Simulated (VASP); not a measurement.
# InW8C8: single point with PBEsol

InW8C8, a slab with vacuum:

```
CELL_PARAMETERS angstrom
5.72978 0.00000 0.00000
-2.86489 4.96213 0.00000
0.00000 0.00000 16.21450
ATOMIC_POSITIONS crystal
W 0.00000 0.00000 0.06167
W 0.99777 0.00026 0.23815
W 0.00000 0.50000 0.06167
W 0.99890 0.50005 0.23801
W 0.50000 0.00000 0.06167
W 0.49856 0.00046 0.23520
W 0.50000 0.50000 0.06167
W 0.49867 0.50113 0.23815
C 0.33256 0.16710 0.14302
C 0.33261 0.16605 0.30690
C 0.33296 0.66606 0.14297
C 0.32764 0.66996 0.31041
C 0.83354 0.16664 0.14297
C 0.82863 0.17090 0.31043
C 0.83276 0.66687 0.14301
C 0.83283 0.66581 0.30834
In 0.58271 0.91479 0.42055
```

```yaml
Program: VASP 6.6.1
Task: single point
Functional: PBEsol
Potentials_or_basis: VASP PAW PBE potentials, release 64 (W_sv, C, In_d)
Cutoff: 520 eV
k_mesh: 5 × 5 × 1
Occupations: fermi-dirac, width 0.1 eV
Spin: no spin polarisation
Dipole_correction: no
Further_INCAR_settings: LREAL = Auto; ALGO = Normal; EDIFF = 1e-06; NBANDS = 92
```

```yaml
Largest_force: 0.293 eV/Å
Band_gap_on_the_k_mesh: zero (an odd number of electrons rules out a gap without spin polarisation)
```

Forces on the atoms (eV/Å):
```
W   -0.063 -0.001 -0.026
W   -0.010  0.009 -0.034
W   -0.039  0.009  0.070
W    0.000  0.000 -0.036
W   -0.020 -0.002 -0.292
W    0.004 -0.004 -0.019
W   -0.042  0.035 -0.027
W   -0.011  0.018 -0.037
C   -0.007  0.004  0.001
C   -0.008  0.010  0.081
C    0.001 -0.002  0.002
C   -0.013  0.004  0.094
C    0.003  0.001  0.003
C   -0.007  0.023  0.093
C   -0.003  0.003  0.002
C    0.005  0.000  0.092
In   0.209 -0.109  0.034
```

Levels at points of the mesh, in eV from the Fermi level:
```
           k point  band 75  band 76  band 77  band 78  band 79  band 80  band 81  band 82  band 83  band 84
(0.00, 0.00, 0.00)     0.23     0.24     0.27     0.45     0.47     0.61     0.88     1.03     1.17     2.25
```

Wall time 51 min on 1 thread of Intel Xeon 8259CL (shared host), peak memory 0.82 GiB.

Caveat: there is no dipole correction, which matters where the two faces differ; the PAW data sets were made with another functional, which shifts forces and pressure a little; spin-orbit coupling is left out, which moves the levels of the heavy elements.
